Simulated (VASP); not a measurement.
# Br (Cmce) in VASP: a series of runs, part 2 of 2

VASP 6.6.1.

### Step 3. Single point, PBE

Contents of INCAR:

```
ALGO     = Normal         # electronic algorithm
EDIFF    = 1E-6           # SCF threshold, eV
ENCUT    = 520            # plane-wave cutoff, eV
GGA      = PE             # functional
ISIF     = 2              # what is computed and relaxed
ISMEAR   = 0              # smearing method
LASPH    = T              # aspherical terms in the spheres
LCHARG   = F              # write CHGCAR
LREAL    = F              # projectors in reciprocal space
LWAVE    = F              # write WAVECAR
NBANDS   = 22             # bands
NELM     = 60             # most SCF steps
PREC     = Accurate       # precision mode
SIGMA    = 0.025          # smearing width, eV
```

Contents of KPOINTS:

```
k-points
0
Gamma
  7 7 3
```

Contents of POSCAR:

```
Br
1.0
    3.3632500000     -2.3225500000      0.0000000000
    3.3632500000      2.3225500000      0.0000000000
    0.0000000000      0.0000000000      8.7023000000
Br
4
Direct
    0.3651000000      0.6349000000      0.3901000000
    0.1349000000      0.8651000000      0.8901000000
    0.6349000000      0.3651000000      0.6099000000
    0.8651000000      0.1349000000      0.1099000000
```

Potentials or basis: VASP PAW PBE potentials, release 64 (Br).

Run with:

```
> cat potpaw_PBE.64/Br/POTCAR > POTCAR
> mpirun -np 1 vasp_std > vasp.out
```

OUTCAR:

```text
EDIFF = 1E-6
   ENCUT = 520
   GGA = PE
   ISIF = 2
   ISMEAR = 0
   LASPH = T
   LREAL = F
   NELM = 60
   PREC = Accurate

 ion  position               nearest neighbor table
   1  0.365  0.635  0.390-   3 2.29
   2  0.135  0.865  0.890-   4 2.29
   3  0.635  0.365  0.610-   1 2.29
   4  0.865  0.135  0.110-   2 2.29

  LATTYP: Found a base centered orthorhombic cell.
 ALAT       =     4.6451000000
[... 202 lines left out ...]
      5      -5.2588      2.00000
      6      -4.2631      2.00000
[... 589 lines left out ...]
     21       9.3184      0.00000
     22       9.5126      0.00000

 [... further k-points ...]
[... 5 lines left out ...]
  --------------------------------------------------------------------------------------
  -------------------------------------------------------------------------------------
  Total        1.0303005      1.0965687      2.5857273      0.0000000      0.0000000      0.0000000
  in kB       12.1418883     12.9228454     30.4722862      0.0000000      0.0000000      0.0000000
  external PRESSURE =      18.5123400 kB  Pullay stress =       0.0000000 kB

 VOLUME and BASIS-vectors are now :
 -----------------------------------------------------------------------------
  energy-cutoff  :      520.00
  volume of cell :      135.95
      direct lattice vectors                 reciprocal lattice vectors
     3.363250000 -2.322550000  0.000000000     0.148665725 -0.215280618  0.000000000
     3.363250000  2.322550000  0.000000000     0.148665725  0.215280618  0.000000000
     0.000000000  0.000000000  8.702300000     0.000000000  0.000000000  0.114912150

 POSITION                                       TOTAL-FORCE (eV/Angst)
 -----------------------------------------------------------------------------------
      3.36325      0.62662      3.39477         0.000000      0.423535     -0.773725
      3.36325      1.69593      7.74592         0.000000     -0.423535     -0.773725
      3.36325     -0.62662      5.30753         0.000000     -0.423535      0.773725
      3.36325     -1.69593      0.95638         0.000000      0.423535      0.773725
 -----------------------------------------------------------------------------------
    total drift:                               -0.000000      0.000000      0.000000

  FREE ENERGIE OF THE ION-ELECTRON SYSTEM (eV)
  ---------------------------------------------------
  free  energy   TOTEN  =        -6.3723515638 eV

  energy  without entropy=       -6.3723515638  energy(sigma->0) =       -6.37235156
```

stdout:

```text
POSCAR found type information on POSCAR Br
 POSCAR found :  1 types and       4 ions
 scaLAPACK will be used
 LDA part: xc-table for (Slater+PW92), standard interpolation
 POSCAR, INCAR and KPOINTS ok, starting setup
 FFT: planning ... GRIDC
 FFT: planning ... GRID_SOFT
 FFT: planning ... GRID
 WAVECAR not read
 entering main loop
```

It took 38 s on 1 thread of Intel Xeon 6975P-C (Granite Rapids), shared host; peak memory 0.26 GiB.

What came out:

```
Free energy            : -6.3724 eV
Pressure               : 1.9 GPa
Largest force          : 0.882 eV/Å
Band gap on the k mesh : 1.90 eV (least direct gap 1.92 eV)
```

Forces in eV/Å, atoms in the order of the input:
```
Br   0.000  0.424 -0.774
Br   0.000 -0.424 -0.774
Br   0.000 -0.424  0.774
Br   0.000  0.424  0.774
```

Caveat: this functional lacks dispersion, which holds the molecules together, so the pressure and a relaxed volume are unreliable; an odd mesh through Γ misses points on the zone boundary, where band edges can lie.

### Step 4. Single point, PBE

Contents of INCAR:

```
SYSTEM = Br
PREC = Accurate ; ENCUT = 520
EDIFF = 1E-6 ; ISMEAR = 0
SIGMA = 0.026000000000000002 ; LREAL = .False.
LASPH = .True. ; NELM = 80
ALGO = Normal ; ISIF = 2
LWAVE = .False. ; LCHARG = .True.
GGA = PE ; LELF = .True.
LVHAR = .True. ; NBANDS = 22
```

Contents of KPOINTS:

```
regular mesh
0
Gamma
  7 7 3
  0 0 0
```

POSCAR is that of step 3.

Potentials or basis: VASP PAW PBE potentials, release 64 (Br).

Run with:

```
> cat potpaw_PBE.64/Br/POTCAR > POTCAR
> mpirun -np 1 vasp_std > vasp.out
```

OUTCAR:

```text
SYSTEM = Br
   PREC = Accurate
   ENCUT = 520
   EDIFF = 1E-6
   ISMEAR = 0
   LREAL = .False.
   LASPH = .True.
   NELM = 80
   ISIF = 2
   GGA = PE

 ion  position               nearest neighbor table
   1  0.365  0.635  0.390-   3 2.29
   2  0.135  0.865  0.890-   4 2.29
   3  0.635  0.365  0.610-   1 2.29
   4  0.865  0.135  0.110-   2 2.29

  LATTYP: Found a base centered orthorhombic cell.
 ALAT       =     4.6451000000
 B/A-ratio  =     1.4480850789
 C/A-ratio  =     1.8734365245

  Lattice vectors:
[... 797 lines left out ...]
  Direction    XX          YY          ZZ          XY          YZ          ZX
  --------------------------------------------------------------------------------------
  -------------------------------------------------------------------------------------
  Total        1.0303005      1.0965687      2.5857273      0.0000000     -0.0000000      0.0000000
  in kB       12.1418880     12.9228451     30.4722858      0.0000000     -0.0000000      0.0000000
  external PRESSURE =      18.5123397 kB  Pullay stress =       0.0000000 kB

 VOLUME and BASIS-vectors are now :
 -----------------------------------------------------------------------------
  energy-cutoff  :      520.00
  volume of cell :      135.95
      direct lattice vectors                 reciprocal lattice vectors
     3.363250000 -2.322550000  0.000000000     0.148665725 -0.215280618  0.000000000
     3.363250000  2.322550000  0.000000000     0.148665725  0.215280618  0.000000000
     0.000000000  0.000000000  8.702300000     0.000000000  0.000000000  0.114912150

 POSITION                                       TOTAL-FORCE (eV/Angst)
 -----------------------------------------------------------------------------------
      3.36325      0.62662      3.39477         0.000000      0.423535     -0.773725
      3.36325      1.69593      7.74592         0.000000     -0.423535     -0.773725
      3.36325     -0.62662      5.30753         0.000000     -0.423535      0.773725
      3.36325     -1.69593      0.95638         0.000000      0.423535      0.773725
 -----------------------------------------------------------------------------------
    total drift:                               -0.000000      0.000000      0.000000

  FREE ENERGIE OF THE ION-ELECTRON SYSTEM (eV)
  ---------------------------------------------------
  free  energy   TOTEN  =        -6.3723515638 eV

  energy  without entropy=       -6.3723515638  energy(sigma->0) =       -6.37235156
```

Run time: 38 s. Hardware: 1 thread of Intel Xeon 6975P-C (Granite Rapids), shared host; peak memory 0.26 GiB.

Results:

```yaml
Free_energy: -6.3724 eV
Pressure: 1.9 GPa
Largest_force: 0.882 eV/Å
Band_gap_on_the_k_mesh: 1.90 eV (least direct gap 1.92 eV)
```

Forces in eV/Å, atoms in the order of the input:
```
Br   0.000  0.424 -0.774
Br   0.000 -0.424 -0.774
Br   0.000 -0.424  0.774
Br   0.000  0.424  0.774
```

Stress tensor (GPa, compression positive):
```
1.21 0.00 0.00
0.00 1.29 0.00
0.00 0.00 3.05
```

Caveat: this functional lacks dispersion, which holds the molecules together, so the pressure and a relaxed volume are unreliable; an odd mesh through Γ misses points on the zone boundary, where band edges can lie. Expect the measured gap to be larger: semilocal functionals such as PBE lack the derivative discontinuity.

### Step 5. Single point, PBE

Contents of INCAR:

```
SYSTEM = Br
PREC = Accurate
ENCUT = 520
EDIFF = 1E-7
ISMEAR = 0
SIGMA = 0.027000000000000003
LREAL = .FALSE.
LASPH = .TRUE.
NELM = 60
ALGO = Normal
ISIF = 2
LWAVE = .FALSE.
LCHARG = .TRUE.
GGA = PE
LELF = .TRUE.
LVHAR = .TRUE.
NBANDS = 22
```

Contents of KPOINTS:

```
Automatic mesh
0
G
  7 7 3
  0 0 0
```

POSCAR is that of step 4.

Run with:

```
> cat potpaw_PBE.64/Br/POTCAR > POTCAR
> mpirun -np 1 vasp_std > vasp.out
```

It took 44 s on 1 thread of Intel Xeon 6975P-C (Granite Rapids), shared host; peak memory 0.26 GiB.

It converged, with:

* Free energy: -6.3724 eV
* Pressure: 1.9 GPa
* Largest force: 0.882 eV/Å
* Band gap on the k mesh: 1.90 eV (least direct gap 1.92 eV)

Forces in eV/Å, atoms in the order of the input:
```
Br   0.000  0.424 -0.774
Br   0.000 -0.424 -0.774
Br   0.000 -0.424  0.774
Br   0.000  0.424  0.774
```

Stress tensor (GPa, compression positive):
```
1.22 0.00 0.00
0.00 1.29 0.00
0.00 0.00 3.05
```

Levels at points of the mesh, in eV from the valence-band top:
| k point | band 11 | band 12 | band 13 | band 14 | band 15 | band 16 | band 17 | band 18 |
| --- | --- | --- | --- | --- | --- | --- | --- | --- |
| (0.00, 0.00, 0.00) | -0.91 | -0.34 | -0.06 | -0.02 | 1.90 | 2.65 | 6.00 | 6.69 |

Caveat: this functional lacks dispersion, which holds the molecules together, so the pressure and a relaxed volume are unreliable; an odd mesh through Γ misses points on the zone boundary, where band edges can lie.

### Step 6. The runs side by side

```csv
smearing,gap on the mesh (eV),pressure (GPa),largest force (eV/Å)
gaussian 0.024 eV,1.90,1.9,0.88
gaussian 0.025 eV,1.90,1.9,0.88
gaussian 0.026 eV,1.90,1.9,0.88
gaussian 0.027 eV,1.90,1.9,0.88
```

Alike in all rows: task single point; level PBE; potentials or basis VASP PAW PBE potentials, release 64 (Br); no spin polarisation; cell as given; k mesh 7 × 7 × 3; cutoff (eV) 520.

Caveats: this functional lacks dispersion, which holds the molecules together, so the pressure and a relaxed volume are unreliable; an odd mesh through Γ misses points on the zone boundary, where band edges can lie.

Total energies depend on the potentials used, so only differences within one code and one set of settings carry meaning.
